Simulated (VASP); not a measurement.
# SnO2 (I4_1/amd) in VASP: further runs

The runs below take SnO2 through single point, with PBEsol, PBE.

All numbers are computed with VASP 6.6.1; they aren't measurements. Logs are shortened: lines on timing, memory, paths and dates and some standing lists are left out, and cuts for length are marked.

**1. The cell of the first run**

Symmetry: I4_1/amd, No. 141, tetragonal system. Conventional cell: a = 4.027 Å, b = 4.027 Å, c = 10.315 Å, α = 90.00°, β = 90.00°, γ = 90.00°. Within 2.7 Å of Sn (site symmetry -4m2) lie 6 O at 2.07 to 2.10 Å. Within 2.7 Å of O (site symmetry 2mm) lie 3 Sn at 2.07 to 2.10 Å and 2 O at 2.58 Å.

**2. Single point, PBEsol (13.94 Å³/atom)**

The input, INCAR:

```
  PREC = Accurate
  ENCUT = 520
  EDIFF = 1E-6
  ISMEAR = -1
  SIGMA = 0.05
  LREAL = F
  LASPH = T
  NELM = 80
  ALGO = Normal
  ISIF = 2
  LWAVE = F
  LCHARG = T
  GGA = PS
  LELF = T
  LVHAR = T
  NBANDS = 35
```

The input, KPOINTS:

```
Automatic mesh
0
Gamma
  9 9 9
```

The input, POSCAR:

```
SnO2
1.0
   -2.0133144847      2.0133144847      5.1576114928
    2.0133144847     -2.0133144847      5.1576114928
    2.0133144847      2.0133144847     -5.1576114928
Sn O
2 4
Direct
    0.0000000000      0.0000000000      0.0000000000
    0.7500000000      0.2500000000      0.5000000000
    0.5465225900      0.0465225900      0.5000000000
    0.2034774100      0.2034774100      0.0000000000
    0.9534774100      0.4534774100      0.5000000000
    0.7965225900      0.7965225900      0.0000000000
```

Potentials or basis: VASP PAW PBE potentials, release 64 (Sn_d, O).

Launch:

```console
$ cat potpaw_PBE.64/Sn_d/POTCAR potpaw_PBE.64/O/POTCAR > POTCAR
$ mpirun -np 1 vasp_std > vasp.out
```

OUTCAR:

```text
PREC = Accurate
   ENCUT = 520
   EDIFF = 1E-6
   ISMEAR = -1
   LREAL = F
   LASPH = T
   NELM = 80
   ISIF = 2
   GGA = PS

 ion  position               nearest neighbor table
   1  0.000  0.000  0.000-   3 2.07   5 2.07   3 2.07   5 2.07   4 2.10   6 2.10   2 3.27   2 3.27
                             2 3.27   2 3.27
   2  0.750  0.250  0.500-   6 2.07   4 2.07   6 2.07   4 2.07   3 2.10   5 2.10   1 3.27   1 3.27
                             1 3.27   1 3.27
   3  0.547  0.047  0.500-   1 2.07   1 2.07   2 2.10
   4  0.203  0.203  0.000-   2 2.07   2 2.07   1 2.10
   5  0.953  0.453  0.500-   1 2.07   1 2.07   2 2.10
   6  0.797  0.797  0.000-   2 2.07   2 2.07   1 2.10

  LATTYP: Found a body centered tetragonal cell.
 ALAT       =     4.0266289694
 C/A-ratio  =     2.5617515455

  Lattice vectors:

 A1 = (  -2.0133144847,   2.0133144847,   5.1576114928)
 A2 = (   2.0133144847,  -2.0133144847,   5.1576114928)
 A3 = (   2.0133144847,   2.0133144847,  -5.1576114928)

Analysis of symmetry for initial positions (statically):
=====================================================================
 Subroutine PRICEL returns:
 Original cell was already a primitive cell.

 Routine SETGRP: Setting up the symmetry group for a
 body centered tetragonal supercell.

 Subroutine GETGRP returns: Found 16 space group operations
 (whereof  8 operations were pure point group operations)
 out of a pool of 16 trial point group operations.

The static configuration has the point symmetry D_2d.
 The point group associated with its full space group is D_4h.

Analysis of symmetry for dynamics (positions and initial velocities):
=====================================================================
 Subroutine PRICEL returns:
 Original cell was already a primitive cell.

 Routine SETGRP: Setting up the symmetry group for a
 body centered tetragonal supercell.

 Subroutine GETGRP returns: Found 16 space group operations
 (whereof  8 operations were pure point group operations)
 out of a pool of 16 trial point group operations.

The dynamic configuration has the point symmetry D_2d.
 The point group associated with its full space group is D_4h.

 Subroutine INISYM returns: Found 16 space group operations
 (whereof  8 operations are pure point group operations),
 and found     1 'primitive' translations

----------------------------------------------------------------------------------------

                                     Primitive cell

  volume of cell :      83.6242

  direct lattice vectors                    reciprocal lattice vectors
    -2.013314485  2.013314485  5.157611493     0.000000000  0.248346696  0.096944099
     2.013314485 -2.013314485  5.157611493     0.248346696  0.000000000  0.096944099
     2.013314485  2.013314485 -5.157611493     0.248346696  0.248346696  0.000000000

  length of vectors
     5.891334886  5.891334886  5.891334886     0.266597524  0.266597524  0.351215265

  position of ions in fractional coordinates (direct lattice)
     0.000000000  0.000000000  0.000000000
     0.750000000  0.250000000  0.500000000
     0.546522590  0.046522590  0.500000000
     0.203477410  0.203477410  0.000000000
     0.953477410  0.453477410  0.500000000
     0.796522590  0.796522590  0.000000000

  ion indices of the primitive-cell ions
   primitive index   ion index
                 1           1
                 2           2
                 3           3
                 4           4
                 5           5
                 6           6

----------------------------------------------------------------------------------------

 KPOINTS: Automatic mesh

Automatic generation of k-mesh.
 Grid dimensions read from file:
 generate k-points for:    9    9    9

 Generating k-lattice:

  Cartesian coordinates                     Fractional coordinates (reciprocal lattice)
     0.000000000  0.027594077  0.010771567     0.111111111  0.000000000 -0.000000000
     0.027594077  0.000000000  0.010771567     0.000000000  0.111111111 -0.000000000
     0.027594077  0.027594077  0.000000000     0.000000000  0.000000000  0.111111111

  Length of vectors
     0.029621947  0.029621947  0.039023918

  Shift w.r.t. Gamma in fractional coordinates (k-lattice)
     0.000000000  0.000000000  0.000000000

 Subroutine IBZKPT returns following result:
 ===========================================

 Found     75 irreducible k-points:

 Following reciprocal coordinates:
            Coordinates               Weight
  0.000000  0.000000  0.000000      1.000000
  0.111111  0.000000  0.000000      8.000000
  0.222222  0.000000 -0.000000      8.000000
  0.333333  0.000000 -0.000000      8.000000
  0.444444  0.000000 -0.000000      8.000000
  0.111111  0.111111  0.000000      8.000000
[... 16 lines left out ...]
 -0.333333  0.333333  0.000000      4.000000
  0.444444  0.444444 -0.000000      8.000000
 [... further k-points ...]
   k-points           NKPTS =     75   k-points in BZ     NKDIM =     75   number of bands    NBANDS=     35
   number of dos      NEDOS =    301   number of ions     NIONS =      6
   total plane-waves  NPLWV = 110592
   dimension x,y,z NGX =    48 NGY =   48 NGZ =   48
   dimension x,y,z NGXF=    96 NGYF=   96 NGZF=   96
   ions per type =               2   4
   NGX,Y,Z   is equivalent  to a cutoff of  13.54, 13.54, 13.54 a.u.
   NGXF,Y,Z  is equivalent  to a cutoff of  27.09, 27.09, 27.09 a.u.
 SYSTEM =  unknown system
   PREC   = accura    normal or accurate (medium, high low for compatibility)
   ISTART =      0    job   : 0-new  1-cont  2-samecut
   ICHARG =      2    charge: 1-file 2-atom 10-const
   ISPIN  =      1    spin polarized calculation?
   LNONCOLLINEAR =      F non collinear calculations
   LSORBIT =      F    spin-orbit coupling
   LASPH  =      T    aspherical Exc in radial PAW
   ENCUT  =  520.0 eV  38.22 Ry    6.18 a.u.  10.95 10.95 10.95*2*pi/ulx,y,z
   NELM   =     80;   NELMIN=  2; NELMDL= -5     # of ELM steps
   EDIFF  = 0.1E-05   stopping-criterion for ELM
   LREAL  =      F    real-space projection
   EDIFFG = 0.1E-04   stopping-criterion for IOM
   NSW    =      0    number of steps for IOM
   IBRION =     -1    ionic relax: 0-MD 1-quasi-New 2-CG
   NFREE  =      0    steps in history (QN), initial steepest desc. (CG)
   ISIF   =      2    stress and relaxation
   ISYM   =      2    0-nonsym 1-usesym 2-fastsym
   POTIM  = 0.5000    time-step for ionic-motion
   TEBEG  =    0.0;   TEEND  =   0.0 temperature during run
   PSTRESS=    0.0 pullay stress
   NELECT =      52.0000    total number of electrons
   NUPDOWN=      -1.0000    fix difference up-down
   EMIN   =  10.00;   EMAX   =-10.00  energy-range for DOS
   EFERMI =   0.00;   METHOD = LEGACY
   ISMEAR =    -1;   SIGMA  =   0.05  broadening in eV -4-tet -1-fermi 0-gaus
   EFERMI_NEDOS =   21; number of points for ismear=-14 and -15
   IALGO  =     38    algorithm
   IMIX   =      4    mixing-type and parameters
     AMIX     =   0.40;   BMIX     =  1.00
     AMIX_MAG =   1.60;   BMIX_MAG =  1.00
  volume/ion in A,a.u.               =      13.94        94.05
  Fermi-wavevector in a.u.,A,eV,Ry     =   1.397329  2.640569 26.565759  1.952528
  Thomas-Fermi vector in A             =   2.520596
   LORBIT       =      0    0 simple, 1 ext, 2 COOP (PROOUT), +10 PAW based schemes
   GGA     = PS    functional components
   LHFCALC =     F    Hartree Fock is set to
   AEXX    =    0.0000 exact exchange contribution
   IVDW    =     0    specifies the selected vdW correction
   LEPSILON=     F    determine dielectric tensor
   LRPA    =     F    only Hartree local field effects (RPA)
 non-spin polarized calculation
  energy-cutoff  :      520.00
  volume of cell :       83.62
 maximum number of plane-waves:      2292
 NGX is ok and might be reduce to    48
   NGX = 21   NGY = 21   NGZ = 21

 number of electron      52.0000002 magnetization

 Free energy of the ion-electron system (eV)
  ---------------------------------------------------
  ext. energy  EPLUGINS =         0.00000000
  ---------------------------------------------------
  free energy    TOTEN  =       -39.21612820 eV

  energy without entropy =      -39.21612815  energy(sigma->0) =      -39.21612818

 E-fermi :   4.5177     XC(G=0): -10.4522

 val. band max:        3.7348364843   @ k =   0.4444   0.3333   0.1111
 cond. band min:       5.0817027062   @ k =   0.0000   0.0000   0.0000
 fundamental gap:      1.3468662219
 Fermi energy:         4.5176929496

 k-point     1 :       0.0000    0.0000    0.0000
  band No.  band energies     occupation
      1     -16.5818      2.00000
      2     -16.5724      2.00000
      3     -16.4472      2.00000
      4     -15.9039      2.00000
      5     -15.8216      2.00000
      6     -15.8216      2.00000
[... 27 lines left out ...]
     34      15.8203      0.00000
     35      15.8243      0.00000

 k-point     2 :       0.1111    0.0000    0.0000
  band No.  band energies     occupation
      1     -16.6086      2.00000
      2     -16.5064      2.00000
      3     -16.4296      2.00000
      4     -15.9090      2.00000
      5     -15.8243      2.00000
      6     -15.8189      2.00000
[... 27 lines left out ...]
     34      15.3349      0.00000
     35      15.6072      0.00000

 k-point     3 :       0.2222    0.0000   -0.0000
  band No.  band energies     occupation
      1     -16.6125      2.00000
      2     -16.4434      2.00000
      3     -16.3420      2.00000
      4     -15.9235      2.00000
      5     -15.8309      2.00000
      6     -15.8121      2.00000
[... 27 lines left out ...]
     34      14.8822      0.00000
     35      15.1659      0.00000
[... 723 lines left out ...]
 k-point    23 :      -0.3333    0.3333    0.0000
  band No.  band energies     occupation
      1     -16.4154      2.00000
      2     -16.1825      2.00000
      3     -16.1163      2.00000
      4     -16.0702      2.00000
      5     -15.8518      2.00000
      6     -15.7602      2.00000
[... 27 lines left out ...]
     34      14.2734      0.00000
     35      15.5200      0.00000

 k-point    24 :       0.4444    0.4444   -0.0000
  band No.  band energies     occupation
      1     -16.2993      2.00000
      2     -16.2826      2.00000
      3     -15.9584      2.00000
      4     -15.9437      2.00000
      5     -15.8172      2.00000
      6     -15.7993      2.00000
[... 27 lines left out ...]
     34      14.9385      0.00000
     35      16.1000      0.00000

 [... further k-points ...]
[... 5 lines left out ...]
  --------------------------------------------------------------------------------------
  -------------------------------------------------------------------------------------
  Total       -0.8504087     -0.8504087     -1.6378157      0.0000000      0.0000000      0.0000000
  in kB      -16.2932012    -16.2932012    -31.3793362      0.0000000      0.0000000      0.0000000
  external PRESSURE =     -21.3219128 kB  Pullay stress =       0.0000000 kB

 VOLUME and BASIS-vectors are now :
 -----------------------------------------------------------------------------
  energy-cutoff  :      520.00
  volume of cell :       83.62
      direct lattice vectors                 reciprocal lattice vectors
    -2.013314485  2.013314485  5.157611493     0.000000000  0.248346696  0.096944099
     2.013314485 -2.013314485  5.157611493     0.248346696  0.000000000  0.096944099
     2.013314485  2.013314485 -5.157611493     0.248346696  0.248346696  0.000000000

 POSITION                                       TOTAL-FORCE (eV/Angst)
 -----------------------------------------------------------------------------------
      0.00000      0.00000      0.00000        -0.000000     -0.000000      0.000000
      0.00000      2.01331      2.57881        -0.000000     -0.000000     -0.000000
      0.00000      2.01331      0.47989         0.000000     -0.000000      0.171603
      0.00000      0.00000      2.09891        -0.000000      0.000000     -0.171603
     -0.00000      2.01331      4.67772         0.000000     -0.000000     -0.171603
      0.00000      0.00000      8.21631        -0.000000      0.000000      0.171603
 -----------------------------------------------------------------------------------
    total drift:                               -0.000000      0.000000     -0.000000

  FREE ENERGIE OF THE ION-ELECTRON SYSTEM (eV)
  ---------------------------------------------------
  free  energy   TOTEN  =       -39.2161282028 eV

  energy  without entropy=      -39.2161281506  energy(sigma->0) =      -39.21612818
```

Run time: 5.7 min. Hardware: 1 thread of AMD EPYC 9R45 (Zen 5), shared host; peak memory 0.39 GiB.

Results:

```yaml
Free_energy: -39.2161 eV
Pressure: -2.1 GPa
Largest_force: 0.172 eV/Å
Band_gap_on_the_k_mesh: 1.35 eV (least direct gap 1.72 eV)
```

Forces on the atoms (eV/Å):
```
Sn   0.000  0.000  0.000
Sn   0.000  0.000  0.000
O    0.000  0.000  0.172
O    0.000  0.000 -0.172
O    0.000  0.000 -0.172
O    0.000  0.000  0.172
```

Stress tensor (GPa, compression positive):
```
-1.63  0.00  0.00
 0.00 -1.63  0.00
 0.00  0.00 -3.14
```

Levels at points of the mesh, in eV from the valence-band top:
| k point | band 23 | band 24 | band 25 | band 26 | band 27 | band 28 | band 29 | band 30 |
| --- | --- | --- | --- | --- | --- | --- | --- | --- |
| (0.00, 0.00, 0.00) | -0.66 | -0.66 | -0.37 | -0.37 | 1.35 | 5.27 | 9.14 | 9.49 |

Caveat: the PAW data sets were made with another functional, which shifts forces and pressure a little; spin-orbit coupling is left out, which moves the levels of the heavy elements.

**3. Single point, PBEsol (14.21 Å³/atom)**

This run uses another cell than the first one, of 14.21 Å³/atom.

The input, INCAR:

```
PREC = Accurate
ENCUT = 520
EDIFF = 1E-6
ISMEAR = -1
SIGMA = 0.05
LREAL = False
LASPH = True
NELM = 80
ALGO = Normal
ISIF = 2
LWAVE = False
LCHARG = True
GGA = PS
LELF = True
LVHAR = True
NBANDS = 35
```

The input, KPOINTS:

```
regular mesh
0
Gamma
  9 9 9
```

POSCAR, as its differences from that of step 2:

```diff
@@ -2,5 +2,5 @@
 1.0
-   -2.0133144847      2.0133144847      5.1576114928
-    2.0133144847     -2.0133144847      5.1576114928
-    2.0133144847      2.0133144847     -5.1576114928
+   -2.0263883217      2.0263883217      5.1911034150
+    2.0263883217     -2.0263883217      5.1911034150
+    2.0263883217      2.0263883217     -5.1911034150
 Sn O
```

Potentials or basis: VASP PAW PBE potentials, release 64 (Sn_d, O).

Launch:

```console
$ cat potpaw_PBE.64/Sn_d/POTCAR potpaw_PBE.64/O/POTCAR > POTCAR
$ mpirun -np 1 vasp_std > vasp.out
```

It took 4.9 min on 1 thread of AMD EPYC 9R45 (Zen 5), shared host; peak memory 0.39 GiB.

Results (log left out):

| Quantity | Value |
| --- | --- |
| Free energy | -39.1806 eV |
| Pressure | -5.2 GPa |
| Largest force | 0.278 eV/Å |
| Band gap on the k mesh | 1.15 eV (least direct gap 1.51 eV) |

Forces in eV/Å, atoms in the order of the input:
```
Sn   0.000  0.000  0.000
Sn   0.000  0.000  0.000
O    0.000  0.000  0.278
O    0.000  0.000 -0.278
O    0.000  0.000 -0.278
O    0.000  0.000  0.278
```

Stress tensor (GPa, compression positive):
```
-4.47  0.00  0.00
 0.00 -4.47  0.00
 0.00  0.00 -6.54
```

Levels at points of the mesh, in eV from the valence-band top:
| k point | band 24 | band 25 | band 26 | band 27 | band 28 | band 29 |
| --- | --- | --- | --- | --- | --- | --- |
| (0.00, 0.00, 0.00) | -0.66 | -0.36 | -0.36 | 1.15 | 5.05 | 9.07 |

Caveat: the cell stands under tension; the PAW data sets were made with another functional, which shifts forces and pressure a little; spin-orbit coupling is left out, which moves the levels of the heavy elements.

**4. Single point, PBEsol (14.48 Å³/atom)**

This run uses another cell than the first one, of 14.48 Å³/atom.

The input, INCAR:

```
ALGO = Normal
EDIFF = 1E-7
ENCUT = 520
GGA = PS
ISIF = 2
ISMEAR = -1
LASPH = True
LCHARG = False
LREAL = False
LWAVE = False
NBANDS = 35
NELM = 100
PREC = Accurate
SIGMA = 0.05
```

The input, KPOINTS:

```
k-points
0
Gamma
  9 9 9
```

POSCAR, as its differences from that of step 3:

```diff
@@ -2,5 +2,5 @@
 1.0
-   -2.0263883217      2.0263883217      5.1911034150
-    2.0263883217     -2.0263883217      5.1911034150
-    2.0263883217      2.0263883217     -5.1911034150
+   -2.0392956017      2.0392956017      5.2241686594
+    2.0392956017     -2.0392956017      5.2241686594
+    2.0392956017      2.0392956017     -5.2241686594
 Sn O
```

Launch:

```console
$ cat potpaw_PBE.64/Sn_d/POTCAR potpaw_PBE.64/O/POTCAR > POTCAR
$ mpirun -np 1 vasp_std > vasp.out
```

It took 5.3 min on 1 thread of AMD EPYC 9R45 (Zen 5), shared host; peak memory 0.39 GiB.

Results (log left out):

```
Free energy            : -39.1161 eV
Pressure               : -7.8 GPa
Largest force          : 0.375 eV/Å
Band gap on the k mesh : 0.97 eV (least direct gap 1.31 eV)
```

Forces in eV/Å, atoms in the order of the input:
```
Sn   0.000  0.000  0.000
Sn   0.000  0.000  0.000
O    0.000  0.000  0.375
O    0.000  0.000 -0.375
O    0.000  0.000 -0.375
O    0.000  0.000  0.375
```

Stress tensor (GPa, compression positive):
```
-6.97  0.00  0.00
 0.00 -6.97  0.00
 0.00  0.00 -9.55
```

Levels at points of the mesh, in eV from the valence-band top:
```tsv
k point	band 24	band 25	band 26	band 27	band 28	band 29
(0.00, 0.00, 0.00)	-0.65	-0.35	-0.35	0.97	4.85	8.99
```

Caveat: the cell stands under tension; the PAW data sets were made with another functional, which shifts forces and pressure a little; spin-orbit coupling is left out, which moves the levels of the heavy elements.

(Part 1 of 2 ends here.)
